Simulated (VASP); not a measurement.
# Ni3N2 (P6/mmm) in VASP: single point with PBE

Aim: the single point of Ni3N2 with PBE.

Everything below comes from runs of VASP 6.6.1. Logs are shortened: lines on timing, memory, paths and dates and some standing lists are left out, and cuts for length are marked.

### 1 The cell of the first run

It takes space group P6/mmm (No. 191, hexagonal). Conventional cell: a = 4.064 Å, b = 4.064 Å, c = 4.667 Å, α = 90.00°, β = 90.00°, γ = 120.00°. Ni (site symmetry -6m2) has 3 Ni at 2.35 Å and 6 N at 2.43 Å within 3.1 Å. Within 2.3 Å of Ni (site symmetry 6/mmm) lie 2 N at 1.72 Å. N (site symmetry 6mm) has 1 N at 1.23 Å and 1 Ni at 1.72 Å within 1.8 Å.

The cell was generated, and may not be a known phase.

### 2 Single point, PBE, collinear spin

The input, INCAR:

```
SYSTEM = Ni3N2
ALGO = Normal ; EDIFF = 1E-6
ENCUT = 600 ; GGA = PE
GGA_COMPAT = .False. ; ISIF = 2
ISMEAR = 0 ; ISPIN = 2
LASPH = .True. ; LCHARG = .False.
LMAXMIX = 4 ; LORBIT = 11
LREAL = .False. ; LWAVE = .False.
MAGMOM = 0.37 0.37 0 0 0 ; NBANDS = 44
NELM = 200 ; PREC = Accurate
SIGMA = 0.1
```

The input, KPOINTS:

```
k-points
0
Gamma
  12 12 8
  0 0 0
```

The input, POSCAR:

```
Ni3N2
1.0
    4.0635771811      0.0000000000      0.0000000000
   -2.0317885905      3.5191610691      0.0000000000
    0.0000000000      0.0000000000      4.6670333826
Ni N
3 2
Direct
    0.3333333333      0.6666666667      0.5000000000
    0.6666666667      0.3333333333      0.5000000000
    0.0000000000      0.0000000000      0.0000000000
    0.0000000000      0.0000000000      0.3677672699
    0.0000000000      0.0000000000      0.6322327301
```

Potentials or basis: VASP PAW PBE potentials, release 64 (Ni_sv_GW, N).

Run with:

```console
$ cat potpaw_PBE.64/Ni_sv_GW/POTCAR potpaw_PBE.64/N/POTCAR > POTCAR
$ mpirun -np 1 vasp_std > vasp.out
```

OUTCAR:

```text
SYSTEM = Ni3N2
   EDIFF = 1E-6
   ENCUT = 600
   GGA = PE
   ISIF = 2
   ISMEAR = 0
   ISPIN = 2
   LASPH = .True.
   LORBIT = 11
   LREAL = .False.
   NELM = 200
   PREC = Accurate

 ion  position               nearest neighbor table
   1  0.333  0.667  0.500-   2 2.35   2 2.35   2 2.35
   2  0.667  0.333  0.500-   1 2.35   1 2.35   1 2.35
   3  0.000  0.000  0.000-   4 1.72   5 1.72
   4  0.000  0.000  0.368-   5 1.23   3 1.72
   5  0.000  0.000  0.632-   4 1.23   3 1.72

  LATTYP: Found a hexagonal cell.
 ALAT       =     4.0635771811
 C/A-ratio  =     1.1485036889

  Lattice vectors:

 A1 = (   4.0635771811,   0.0000000000,   0.0000000000)
 A2 = (  -2.0317885905,   3.5191610691,   0.0000000000)
 A3 = (   0.0000000000,   0.0000000000,   4.6670333826)

Analysis of symmetry for initial positions (statically):
=====================================================================
 Subroutine PRICEL returns:
 Original cell was already a primitive cell.

 Routine SETGRP: Setting up the symmetry group for a
 hexagonal supercell.

 Subroutine GETGRP returns: Found 24 space group operations
 (whereof 24 operations were pure point group operations)
 out of a pool of 24 trial point group operations.

The static configuration has the point symmetry D_6h.

Analysis of symmetry for dynamics (positions and initial velocities):
=====================================================================
 Subroutine PRICEL returns:
 Original cell was already a primitive cell.

 Routine SETGRP: Setting up the symmetry group for a
 hexagonal supercell.

 Subroutine GETGRP returns: Found 24 space group operations
 (whereof 24 operations were pure point group operations)
 out of a pool of 24 trial point group operations.

The dynamic configuration has the point symmetry D_6h.

Analysis of structural, dynamic, and magnetic symmetry:
=====================================================================
 Subroutine PRICEL returns:
 Original cell was already a primitive cell.

 Routine SETGRP: Setting up the symmetry group for a
 hexagonal supercell.

 Subroutine GETGRP returns: Found 24 space group operations
 (whereof 24 operations were pure point group operations)
 out of a pool of 24 trial point group operations.

The overall configuration has the point symmetry D_6h.

[... 132 lines left out ...]
   IVDW    =     0    specifies the selected vdW correction
   LEPSILON=     F    determine dielectric tensor
   LRPA    =     F    only Hartree local field effects (RPA)
 spin polarized calculation
 Gauss-broadening in eV      SIGMA  =   0.10
  energy-cutoff  :      600.00
  volume of cell :       66.74
 maximum number of plane-waves:      2245
   NGX = 17   NGY = 17   NGZ = 19

 number of electron      63.9999970 magnetization       0.6467547

 Free energy of the ion-electron system (eV)
  ---------------------------------------------------
  ext. energy  EPLUGINS =         0.00000000
  ---------------------------------------------------
  free energy    TOTEN  =       -30.33127658 eV

  energy without entropy =      -30.30874585  energy(sigma->0) =      -30.32001122

 E-fermi :   4.3928     XC(G=0): -10.9215

 val. band max:        4.3844814723   @ k =   0.3333   0.0000   0.3750
 cond. band min:       4.3930205616   @ k =   0.2500   0.0833   0.3750
 fundamental gap:      0.0085390893
 Fermi energy:         4.3927672819

 spin component 1

 k-point     1 :       0.0000    0.0000    0.0000
  band No.  band energies     occupation
      1     -98.7994      1.00000
      2     -98.4260      1.00000
      3     -98.3871      1.00000
      4     -60.0602      1.00000
      5     -59.0769      1.00000
      6     -59.0769      1.00000
[... 1117 lines left out ...]
     43      15.7271      0.00000
     44      16.8143      0.00000

 [... further k-points ...]

 spin component 2

 k-point     1 :       0.0000    0.0000    0.0000
  band No.  band energies     occupation
      1     -98.8280      1.00000
      2     -97.9870      1.00000
      3     -97.9476      1.00000
      4     -60.0969      1.00000
      5     -58.8417      1.00000
      6     -58.8417      1.00000
[... 1117 lines left out ...]
     43      15.7539      0.00000
     44      16.8596      0.00000

 [... further k-points ...]

------------------------ aborting loop because EDIFF is reached ----------------------------------------

  FORCE on cell =-STRESS in cart. coord.  units (eV):
  Direction    XX          YY          ZZ          XY          YZ          ZX
  --------------------------------------------------------------------------------------
  -------------------------------------------------------------------------------------
  Total       -0.7683582     -0.7683582     -0.7269848     -0.0000000      0.0000000      0.0000000
  in kB      -18.4453005    -18.4453005    -17.4520862     -0.0000000      0.0000000      0.0000000
  external PRESSURE =     -18.1142291 kB  Pullay stress =       0.0000000 kB

 VOLUME and BASIS-vectors are now :
 -----------------------------------------------------------------------------
  energy-cutoff  :      600.00
  volume of cell :       66.74
      direct lattice vectors                 reciprocal lattice vectors
     4.063577181  0.000000000  0.000000000     0.246088595  0.142079317  0.000000000
    -2.031788591  3.519161069  0.000000000     0.000000000  0.284158633  0.000000000
     0.000000000  0.000000000  4.667033383     0.000000000  0.000000000  0.214268877

 POSITION                                       TOTAL-FORCE (eV/Angst)
 -----------------------------------------------------------------------------------
     -0.00000      2.34611      2.33352        -0.000000      0.000000      0.000000
      2.03179      1.17305      2.33352         0.000000      0.000000      0.000000
      0.00000      0.00000      0.00000         0.000000      0.000000      0.000000
      0.00000      0.00000      1.71638         0.000000     -0.000000     -0.225608
      0.00000      0.00000      2.95065         0.000000      0.000000      0.225608
 -----------------------------------------------------------------------------------
    total drift:                                0.000000      0.000000     -0.000000

  FREE ENERGIE OF THE ION-ELECTRON SYSTEM (eV)
  ---------------------------------------------------
  free  energy   TOTEN  =       -30.3312765827 eV

  energy  without entropy=      -30.3087458531  energy(sigma->0) =      -30.32001122

 total charge

# of ion       s       p       d       f       tot
--------------------------------------------------
    1        2.184   6.142   7.992   0.004  16.322
    2        2.184   6.142   7.992   0.004  16.322
    3        2.197   6.289   7.936   0.016  16.439
    4        1.279   2.507   0.000   0.000   3.786
    5        1.279   2.507   0.000   0.000   3.786
--------------------------------------------------
tot          9.123  23.587  23.920   0.025  56.655

 magnetization (x)

# of ion       s       p       d       f       tot
--------------------------------------------------
    1       -0.005  -0.002   0.366  -0.000   0.358
    2       -0.005  -0.002   0.366  -0.000   0.358
    3       -0.000  -0.000  -0.022  -0.000  -0.023
    4        0.000   0.000   0.000   0.000   0.001
    5        0.000   0.000   0.000   0.000   0.001
--------------------------------------------------
tot         -0.010  -0.004   0.709  -0.000   0.695
```

OSZICAR:

```text
N       E                     dE             d eps       ncg     rms          rms(c)
DAV:   1     0.130931916537E+04    0.13093E+04   -0.35768E+04 26120   0.492E+03
DAV:   2     0.132659355287E+03   -0.11767E+04   -0.11229E+04 29172   0.134E+03
DAV:   3    -0.305903370076E+02   -0.16325E+03   -0.15373E+03 33056   0.689E+02
DAV:   4    -0.430311456350E+02   -0.12441E+02   -0.11845E+02 32708   0.173E+02
DAV:   5    -0.439671400186E+02   -0.93599E+00   -0.92424E+00 31488   0.419E+01    0.347E+01
DAV:   6    -0.648338046117E+02   -0.20867E+02   -0.19418E+02 29128   0.686E+02    0.461E+01
DAV:   7    -0.300223153859E+02    0.34811E+02   -0.77112E+01 25576   0.519E+02    0.925E+00
DAV:   8    -0.303630086246E+02   -0.34069E+00   -0.11124E+01 33168   0.619E+01    0.383E+00
DAV:   9    -0.305570965822E+02   -0.19409E+00   -0.77837E-01 31760   0.606E+01    0.668E+00
DAV:  10    -0.303268068271E+02    0.23029E+00   -0.27283E-01 29600   0.519E+01    0.974E-01
DAV:  11    -0.303314952643E+02   -0.46884E-02   -0.41386E-02 32504   0.684E+00    0.317E-01
DAV:  12    -0.303314110943E+02    0.84170E-04   -0.27670E-03 32432   0.138E+00    0.189E-01
DAV:  13    -0.303312396414E+02    0.17145E-03   -0.56706E-04 32112   0.122E+00    0.668E-02
DAV:  14    -0.303312747388E+02   -0.35097E-04   -0.76778E-05 32496   0.240E-01    0.334E-02
DAV:  15    -0.303312765337E+02   -0.17949E-05   -0.59420E-06 20800   0.158E-01    0.120E-02
DAV:  16    -0.303312765827E+02   -0.49009E-07   -0.11319E-06 13904   0.728E-02
   1 F= -.30331277E+02 E0= -.30320011E+02  d E =-.225307E-01  mag=     0.6467
```

Run time: 7.2 min. Hardware: 1 thread of Intel Xeon 6975P-C (Granite Rapids), shared host; peak memory 0.6 GiB.

What came out:

```yaml
Free_energy: -30.3313 eV
Pressure: -1.8 GPa
Largest_force: 0.226 eV/Å
Net_moment: 0.65 μB per cell
Site_moments: Ni +0.36, -0.02 (each value once); N +0.00 μB
Valence_electrons_inside_the_program's_atomic_spheres: Ni 16.32, 16.44 (each value once); N 3.79
```

Forces in eV/Å, atoms in the order of the input:
```
Ni   0.000  0.000  0.000
Ni   0.000  0.000  0.000
Ni   0.000  0.000  0.000
N    0.000  0.000 -0.226
N    0.000  0.000  0.226
```

Levels at points of the mesh, in eV from the Fermi level:
Spin up:
```tsv
k point	band 29	band 30	band 31	band 32	band 33	band 34	band 35	band 36
(0.00, 0.00, 0.00)	-0.71	-0.62	-0.47	-0.47	0.86	2.08	2.08	4.15
(0.50, 0.00, 0.00)	-0.96	-0.72	-0.66	-0.55	1.42	1.71	2.13	2.14
(0.00, 0.00, 0.50)	-0.96	-0.92	-0.56	-0.22	-0.22	0.68	0.68	2.01
(0.50, 0.00, 0.50)	-0.80	-0.75	-0.75	-0.50	-0.30	0.59	1.62	2.76
```
Spin down:
```
           k point  band 28  band 29  band 30  band 31  band 32  band 33  band 34  band 35  band 36  band 37
(0.00, 0.00, 0.00)    -0.47    -0.47    -0.37    -0.02    -0.02     0.90     2.12     2.12     4.11     5.07
(0.50, 0.00, 0.00)    -0.81    -0.72    -0.46    -0.28    -0.23     1.45     1.86     2.17     2.21     6.16
(0.00, 0.00, 0.50)    -0.91    -0.91    -0.79    -0.30     0.17     0.17     0.87     0.87     1.99     5.71
(0.50, 0.00, 0.50)    -0.58    -0.57    -0.49    -0.31    -0.20    -0.03     0.72     1.72     2.87     3.86
```

Caveat: the standard files for N, O and F lose accuracy on very short bonds.
